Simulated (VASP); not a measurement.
# PbS (R3m) in VASP: single point with r2SCAN

Aim: the single point of PbS with r2SCAN.

All numbers are computed with VASP 6.6.1; they aren't measurements. Logs are shortened: lines on timing, memory, paths and dates and some standing lists are left out, and cuts for length are marked.

### Step 1. The cell of the first run

It takes space group R3m (No. 160, trigonal). Conventional cell: a = 4.201 Å, b = 4.201 Å, c = 10.291 Å, α = 90.00°, β = 90.00°, γ = 120.00°. Pb (site symmetry 3m) has 6 S at 2.97 Å within 3.9 Å. S (site symmetry 3m) has 6 Pb at 2.97 Å within 3.9 Å.

### Step 2. Single point, r2SCAN

File POSCAR:

```
PbS
1.0
    2.1005109573      1.2127305666      3.4301898177
   -2.1005109573      1.2127305666      3.4301898177
    0.0000000000     -2.4254611333      3.4301898176
Pb S
1 1
Direct
    0.9781436759      0.9781436759      0.9781436759
    0.4774576541      0.4774576541      0.4774576541
```

File INCAR.step1:

```
PREC = Accurate
ENCUT = 550
ISMEAR = 0
SIGMA = 0.01
LREAL = F
LASPH = T
NELM = 120
ISYM = -1
NBANDS = 17
GGA = PE
ALGO = Normal
EDIFF = 1E-5
LWAVE = T
LCHARG = F
GGA_COMPAT = F
```

File INCAR.step2:

```
PREC = Accurate
ENCUT = 550
EDIFF = 1E-6
ISMEAR = 0
SIGMA = 0.01
LREAL = F
LASPH = T
NELM = 120
ALGO = Normal
ISIF = 2
LWAVE = F
LCHARG = F
METAGGA = R2SCAN
LMIXTAU = T
ISYM = -1
NBANDS = 17
ISTART = 1
GGA_COMPAT = F
```

File KPOINTS:

```
explicit points
108
Reciprocal
  0.00000000   0.00000000   0.08333333 2
  0.00000000   0.00000000   0.25000000 2
  0.00000000   0.00000000   0.41666667 2
  0.00000000   0.16666667   0.08333333 2
  0.00000000   0.16666667   0.25000000 2
  0.00000000   0.16666667   0.41666667 2
  0.00000000   0.16666667   0.58333333 2
  0.00000000   0.16666667   0.75000000 2
  0.00000000   0.16666667   0.91666667 2
  0.00000000   0.33333333   0.08333333 2
  0.00000000   0.33333333   0.25000000 2
  0.00000000   0.33333333   0.41666667 2
  0.00000000   0.33333333   0.58333333 2
  0.00000000   0.33333333   0.75000000 2
  0.00000000   0.33333333   0.91666667 2
  0.00000000   0.50000000   0.08333333 2
  0.00000000   0.50000000   0.25000000 2
  0.00000000   0.50000000   0.41666667 2
  0.16666667   0.00000000   0.08333333 2
  0.16666667   0.00000000   0.25000000 2
  0.16666667   0.00000000   0.41666667 2
  0.16666667   0.00000000   0.58333333 2
  0.16666667   0.00000000   0.75000000 2
  0.16666667   0.00000000   0.91666667 2
  0.16666667   0.16666667   0.08333333 2
  0.16666667   0.16666667   0.25000000 2
  0.16666667   0.16666667   0.41666667 2
  0.16666667   0.16666667   0.58333333 2
  0.16666667   0.16666667   0.75000000 2
  0.16666667   0.16666667   0.91666667 2
  0.16666667   0.33333333   0.08333333 2
  0.16666667   0.33333333   0.25000000 2
  0.16666667   0.33333333   0.41666667 2
  0.16666667   0.33333333   0.58333333 2
  0.16666667   0.33333333   0.75000000 2
  0.16666667   0.33333333   0.91666667 2
  0.16666667   0.50000000   0.08333333 2
  0.16666667   0.50000000   0.25000000 2
  0.16666667   0.50000000   0.41666667 2
  0.16666667   0.50000000   0.58333333 2
  0.16666667   0.50000000   0.75000000 2
  0.16666667   0.50000000   0.91666667 2
  0.16666667   0.66666667   0.08333333 2
  0.16666667   0.66666667   0.25000000 2
  0.16666667   0.66666667   0.41666667 2
  0.16666667   0.66666667   0.58333333 2
  0.16666667   0.66666667   0.75000000 2
  0.16666667   0.66666667   0.91666667 2
  0.16666667   0.83333333   0.08333333 2
  0.16666667   0.83333333   0.25000000 2
  0.16666667   0.83333333   0.41666667 2
  0.16666667   0.83333333   0.58333333 2
  0.16666667   0.83333333   0.75000000 2
  0.16666667   0.83333333   0.91666667 2
  0.33333333   0.00000000   0.08333333 2
  0.33333333   0.00000000   0.25000000 2
  0.33333333   0.00000000   0.41666667 2
  0.33333333   0.00000000   0.58333333 2
  0.33333333   0.00000000   0.75000000 2
  0.33333333   0.00000000   0.91666667 2
  0.33333333   0.16666667   0.08333333 2
  0.33333333   0.16666667   0.25000000 2
  0.33333333   0.16666667   0.41666667 2
  0.33333333   0.16666667   0.58333333 2
  0.33333333   0.16666667   0.75000000 2
  0.33333333   0.16666667   0.91666667 2
  0.33333333   0.33333333   0.08333333 2
  0.33333333   0.33333333   0.25000000 2
  0.33333333   0.33333333   0.41666667 2
  0.33333333   0.33333333   0.58333333 2
  0.33333333   0.33333333   0.75000000 2
  0.33333333   0.33333333   0.91666667 2
  0.33333333   0.50000000   0.08333333 2
  0.33333333   0.50000000   0.25000000 2
  0.33333333   0.50000000   0.41666667 2
  0.33333333   0.50000000   0.58333333 2
  0.33333333   0.50000000   0.75000000 2
  0.33333333   0.50000000   0.91666667 2
  0.33333333   0.66666667   0.08333333 2
  0.33333333   0.66666667   0.25000000 2
  0.33333333   0.66666667   0.41666667 2
  0.33333333   0.66666667   0.58333333 2
  0.33333333   0.66666667   0.75000000 2
  0.33333333   0.66666667   0.91666667 2
  0.33333333   0.83333333   0.08333333 2
  0.33333333   0.83333333   0.25000000 2
  0.33333333   0.83333333   0.41666667 2
  0.33333333   0.83333333   0.58333333 2
  0.33333333   0.83333333   0.75000000 2
  0.33333333   0.83333333   0.91666667 2
  0.50000000   0.00000000   0.08333333 2
  0.50000000   0.00000000   0.25000000 2
  0.50000000   0.00000000   0.41666667 2
  0.50000000   0.16666667   0.08333333 2
  0.50000000   0.16666667   0.25000000 2
  0.50000000   0.16666667   0.41666667 2
  0.50000000   0.16666667   0.58333333 2
  0.50000000   0.16666667   0.75000000 2
  0.50000000   0.16666667   0.91666667 2
  0.50000000   0.33333333   0.08333333 2
  0.50000000   0.33333333   0.25000000 2
  0.50000000   0.33333333   0.41666667 2
  0.50000000   0.33333333   0.58333333 2
  0.50000000   0.33333333   0.75000000 2
  0.50000000   0.33333333   0.91666667 2
  0.50000000   0.50000000   0.08333333 2
  0.50000000   0.50000000   0.25000000 2
  0.50000000   0.50000000   0.41666667 2
```

Potentials or basis: VASP PAW PBE potentials, release 64 (Pb_d, S).

The run is started by

```
> cat potpaw_PBE.64/Pb_d/POTCAR potpaw_PBE.64/S/POTCAR > POTCAR
> cp INCAR.step1 INCAR
> mpirun -np 1 vasp_std > vasp.out
> cp INCAR.step2 INCAR
> mpirun -np 1 vasp_std > vasp.out
```

OUTCAR:

```text
PREC = Accurate
   ENCUT = 550
   EDIFF = 1E-6
   ISMEAR = 0
   LREAL = F
   LASPH = T
   NELM = 120
   ISIF = 2
   METAGGA = R2SCAN
   ISYM = -1
   ISTART = 1

 ion  position               nearest neighbor table
   1  0.978  0.978  0.978-   2 2.97   2 2.97   2 2.97   2 2.97   2 2.97   2 2.97
   2  0.477  0.477  0.477-   1 2.97   1 2.97   1 2.97   1 2.97   1 2.97   1 2.97

IMPORTANT INFORMATION: All symmetrisations will be switched off!
NOSYMM: (Re-)initialisation of all symmetry stuff for point group C_1.

----------------------------------------------------------------------------------------

                                     Primitive cell

  volume of cell :      52.4274

  direct lattice vectors                    reciprocal lattice vectors
     2.100510957  1.212730567  3.430189818     0.238037321  0.137430911  0.097176352
    -2.100510957  1.212730567  3.430189818    -0.238037321  0.137430911  0.097176352
     0.000000000 -2.425461133  3.430189818     0.000000000 -0.274861822  0.097176352

  length of vectors
     4.201078896  4.201078896  4.201078896     0.291534328  0.291534328  0.291534328

  position of ions in fractional coordinates (direct lattice)
     0.978143676  0.978143676  0.978143676
     0.477457654  0.477457654  0.477457654

  ion indices of the primitive-cell ions
   primitive index   ion index
                 1           1
                 2           2

----------------------------------------------------------------------------------------

 KPOINTS: explicit points

Read explicit list of k-points.

 Found    108 k-points:

 Following reciprocal coordinates:
            Coordinates               Weight
  0.000000  0.000000  0.083333      0.009259
  0.000000  0.000000  0.250000      0.009259
  0.000000  0.000000  0.416667      0.009259
  0.000000  0.166667  0.083333      0.009259
  0.000000  0.166667  0.250000      0.009259
  0.000000  0.166667  0.416667      0.009259
[... 16 lines left out ...]
  0.166667  0.000000  0.750000      0.009259
  0.166667  0.000000  0.916667      0.009259
 [... further k-points ...]
   k-points           NKPTS =    108   k-points in BZ     NKDIM =    108   number of bands    NBANDS=     17
   number of dos      NEDOS =    301   number of ions     NIONS =      2
   total plane-waves  NPLWV =  32768
   dimension x,y,z NGX =    32 NGY =   32 NGZ =   32
   dimension x,y,z NGXF=    64 NGYF=   64 NGZF=   64
   ions per type =               1   1
   NGX,Y,Z   is equivalent  to a cutoff of  12.66, 12.66, 12.66 a.u.
   NGXF,Y,Z  is equivalent  to a cutoff of  25.33, 25.33, 25.33 a.u.
 SYSTEM =  unknown system
   PREC   = accura    normal or accurate (medium, high low for compatibility)
   ISTART =      1    job   : 0-new  1-cont  2-samecut
   ICHARG =      0    charge: 1-file 2-atom 10-const
   ISPIN  =      1    spin polarized calculation?
   LNONCOLLINEAR =      F non collinear calculations
   LSORBIT =      F    spin-orbit coupling
   LASPH  =      T    aspherical Exc in radial PAW
   ENCUT  =  550.0 eV  40.42 Ry    6.36 a.u.   8.03  8.03  8.03*2*pi/ulx,y,z
   NELM   =    120;   NELMIN=  2; NELMDL=  0     # of ELM steps
   EDIFF  = 0.1E-05   stopping-criterion for ELM
   LREAL  =      F    real-space projection
   EDIFFG = 0.1E-04   stopping-criterion for IOM
   NSW    =      0    number of steps for IOM
   IBRION =     -1    ionic relax: 0-MD 1-quasi-New 2-CG
   NFREE  =      0    steps in history (QN), initial steepest desc. (CG)
   ISIF   =      2    stress and relaxation
   ISYM   =     -1    0-nonsym 1-usesym 2-fastsym
   POTIM  = 0.5000    time-step for ionic-motion
   TEBEG  =    0.0;   TEEND  =   0.0 temperature during run
   PSTRESS=    0.0 pullay stress
   NELECT =      20.0000    total number of electrons
   NUPDOWN=      -1.0000    fix difference up-down
   EMIN   =  10.00;   EMAX   =-10.00  energy-range for DOS
   EFERMI =   0.00;   METHOD = LEGACY
   ISMEAR =     0;   SIGMA  =   0.01  broadening in eV -4-tet -1-fermi 0-gaus
   EFERMI_NEDOS =   21; number of points for ismear=-14 and -15
   IALGO  =     38    algorithm
   IMIX   =      4    mixing-type and parameters
     AMIX     =   0.40;   BMIX     =  1.00
     AMIX_MAG =   1.60;   BMIX_MAG =  1.00
  volume/ion in A,a.u.               =      26.21       176.90
  Fermi-wavevector in a.u.,A,eV,Ry     =   1.187313  2.243696 19.180302  1.409712
  Thomas-Fermi vector in A             =   2.323467
   LORBIT       =      0    0 simple, 1 ext, 2 COOP (PROOUT), +10 PAW based schemes
   METAGGA = R2SCAN    functional components
   LHFCALC =     F    Hartree Fock is set to
   AEXX    =    0.0000 exact exchange contribution
   IVDW    =     0    specifies the selected vdW correction
   LEPSILON=     F    determine dielectric tensor
   LRPA    =     F    only Hartree local field effects (RPA)
 non-spin polarized calculation
 Gauss-broadening in eV      SIGMA  =   0.01
  energy-cutoff  :      550.00
  volume of cell :       52.43
 maximum number of plane-waves:      1554
   NGX = 17   NGY = 17   NGZ = 17

 number of electron      20.0000001 magnetization

 Free energy of the ion-electron system (eV)
  ---------------------------------------------------
  ext. energy  EPLUGINS =         0.00000000
  ---------------------------------------------------
  free energy    TOTEN  =       -65.60919094 eV

  energy without entropy =      -65.60919094  energy(sigma->0) =      -65.60919094

 E-fermi :   5.4046     XC(G=0): -10.2304

 val. band max:        5.3623452494   @ k =   0.0000   0.0000   0.4167
 cond. band min:       6.6472188431   @ k =   0.0000   0.0000   0.4167
 fundamental gap:      1.2848735937
 Fermi energy:         5.4045717252

 k-point     1 :       0.0000    0.0000    0.0833
  band No.  band energies     occupation
      1     -11.8064      2.00000
      2     -11.8064      2.00000
      3     -11.8063      2.00000
      4     -11.7923      2.00000
      5     -11.7923      2.00000
      6      -8.4715      2.00000
[... 9 lines left out ...]
     16      12.9742      0.00000
     17      15.3593      0.00000

 k-point     2 :       0.0000    0.0000    0.2500
  band No.  band energies     occupation
      1     -11.8126      2.00000
      2     -11.8126      2.00000
      3     -11.8046      2.00000
      4     -11.7809      2.00000
      5     -11.7809      2.00000
      6      -8.0242      2.00000
[... 9 lines left out ...]
     16      14.0448      0.00000
     17      18.0689      0.00000

 k-point     3 :       0.0000    0.0000    0.4167
  band No.  band energies     occupation
      1     -11.8257      2.00000
      2     -11.8257      2.00000
      3     -11.8036      2.00000
      4     -11.7623      2.00000
      5     -11.7623      2.00000
      6      -7.4136      2.00000
[... 9 lines left out ...]
     16      15.7503      0.00000
     17      17.4058      0.00000

 k-point     4 :       0.0000    0.1667    0.0833
  band No.  band energies     occupation
      1     -11.8103      2.00000
      2     -11.8050      2.00000
      3     -11.8008      2.00000
      4     -11.7970      2.00000
      5     -11.7877      2.00000
      6      -8.3118      2.00000
[... 9 lines left out ...]
     16      13.8883      0.00000
     17      15.9403      0.00000
[... 343 lines left out ...]
      1     -11.8510      2.00000
      2     -11.8156      2.00000
      3     -11.7963      2.00000
      4     -11.7724      2.00000
      5     -11.7618      2.00000
      6      -7.1559      2.00000
[... 9 lines left out ...]
     16      15.7008      0.00000
     17      17.6878      0.00000

 k-point    23 :       0.1667    0.0000    0.7500
  band No.  band energies     occupation
      1     -11.8272      2.00000
      2     -11.8134      2.00000
      3     -11.8000      2.00000
      4     -11.7820      2.00000
      5     -11.7727      2.00000
      6      -7.6278      2.00000
[... 9 lines left out ...]
     16      16.3693      0.00000
     17      16.7553      0.00000

 k-point    24 :       0.1667    0.0000    0.9167
  band No.  band energies     occupation
      1     -11.8075      2.00000
      2     -11.8062      2.00000
      3     -11.8058      2.00000
      4     -11.7951      2.00000
      5     -11.7821      2.00000
      6      -8.1621      2.00000
[... 9 lines left out ...]
     16      14.3121      0.00000
     17      16.1414      0.00000

 [... further k-points ...]

------------------------ aborting loop because EDIFF is reached ----------------------------------------

  FORCE on cell =-STRESS in cart. coord.  units (eV):
  Direction    XX          YY          ZZ          XY          YZ          ZX
  --------------------------------------------------------------------------------------
  -------------------------------------------------------------------------------------
  Total        0.3259630      0.3243115      0.3259624      0.0000008      0.0005877     -0.0000010
  in kB        9.9613973      9.9109256      9.9613766      0.0000242      0.0179593     -0.0000317
  external PRESSURE =       9.9445665 kB  Pullay stress =       0.0000000 kB

 VOLUME and BASIS-vectors are now :
 -----------------------------------------------------------------------------
  energy-cutoff  :      550.00
  volume of cell :       52.43
      direct lattice vectors                 reciprocal lattice vectors
     2.100510957  1.212730567  3.430189818     0.238037321  0.137430911  0.097176352
    -2.100510957  1.212730567  3.430189818    -0.238037321  0.137430911  0.097176352
     0.000000000 -2.425461133  3.430189818     0.000000000 -0.274861822  0.097176352

 POSITION                                       TOTAL-FORCE (eV/Angst)
 -----------------------------------------------------------------------------------
      0.00000     -0.00000     10.06566        -0.000000     -0.000294     -0.002990
      0.00000     -0.00000      4.91331         0.000000      0.000294      0.002990
 -----------------------------------------------------------------------------------
    total drift:                                0.000001      0.000000      0.000015

  FREE ENERGIE OF THE ION-ELECTRON SYSTEM (eV)
  ---------------------------------------------------
  free  energy   TOTEN  =       -65.6091909444 eV

  energy  without entropy=      -65.6091909444  energy(sigma->0) =      -65.60919094
```

Run time: 2.1 min. Hardware: 1 thread of Intel Xeon 6975P-C (Granite Rapids), shared host; peak memory 0.24 GiB.

Results:

```
Free energy            : -65.6092 eV
Pressure               : 1.0 GPa
Largest force          : 0.003 eV/Å
Band gap on the k mesh : 1.28 eV
```

Forces on the atoms (eV/Å):
```
Pb   0.000  0.000 -0.003
S    0.000  0.000  0.003
```

Caveat: the PAW data sets were made with another functional, which shifts forces and pressure a little; spin-orbit coupling is left out, which moves the levels of the heavy elements; a shifted mesh leaves out Γ, where band edges can lie. A k mesh can miss the band edges.
